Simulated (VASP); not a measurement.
## CuO: single point with PBE

The system is CuO.

```
Cu O
1.0
     2.08232    2.08820    0.00000
     0.00000    0.00000    5.15050
     4.16465   -4.17640    0.00000
Cu O
4 4
Direct
  0.50000 0.50000 0.00000
  0.50000 0.50000 0.50000
  0.00000 0.00000 0.25000
  0.00000 0.00000 0.75000
  0.50000 0.75000 0.25000
  0.50000 0.75000 0.75000
  0.50000 0.25000 0.25000
  0.50000 0.25000 0.75000
```

```
Program             : VASP 6.6.1
Task                : single point
Functional          : PBE
Potentials or basis : VASP PAW PBE potentials, release 64 (Cu, O)
Cutoff              : 520 eV
k mesh              : 8 × 4 × 4
Occupations         : gaussian, width 0.2 eV
Spin                : no spin polarisation
```

- Pressure: 0.7 GPa
- Band gap on the k mesh: zero (bands 34 and 35 overlap by 0.93 eV)

Stress tensor (GPa, compression positive):
```
0.49 0.00 0.00
0.00 0.45 0.00
0.00 0.00 1.06
```

Levels at points of the mesh, in eV from the Fermi level:
| k point | band 31 | band 32 | band 33 | band 34 | band 35 | band 36 | band 37 | band 38 |
| --- | --- | --- | --- | --- | --- | --- | --- | --- |
| (0.00, 0.00, 0.00) | -1.59 | -1.51 | 0.19 | 0.45 | 0.65 | 0.65 | 1.37 | 3.73 |
| (0.50, 0.00, 0.00) | -1.51 | -1.22 | -1.22 | 0.19 | 0.45 | 1.09 | 2.15 | 3.73 |
| (0.00, 0.50, 0.00) | -1.56 | -1.56 | -0.20 | 0.09 | 0.09 | 0.65 | 3.43 | 3.43 |
| (0.50, 0.50, 0.00) | -1.44 | -1.44 | -0.54 | -0.54 | -0.20 | 0.65 | 4.00 | 4.00 |
| (0.00, 0.00, 0.50) | -1.85 | -1.85 | 0.14 | 0.14 | 0.55 | 0.55 | 2.95 | 2.95 |
| (0.50, 0.00, 0.50) | -1.30 | -1.30 | -0.93 | -0.93 | 0.80 | 0.80 | 3.92 | 3.92 |
| (0.00, 0.50, 0.50) | -1.63 | -1.63 | -0.96 | -0.96 | 0.38 | 0.38 | 4.34 | 4.34 |
| (0.50, 0.50, 0.50) | -1.56 | -1.56 | -0.31 | -0.31 | -0.16 | -0.16 | 4.24 | 4.24 |

It took 3.8 min on 1 thread of Intel(R) Xeon(R) Platinum 8488C (Sapphire Rapids) (shared host), peak memory 0.29 GiB.

Caveat: semilocal functionals often make such compounds metallic where correlation or magnetic order opens a gap, which also shifts bond lengths. With open d or f shells a metallic result of PBE can be an artefact of self-interaction; +U or a hybrid may open a gap.
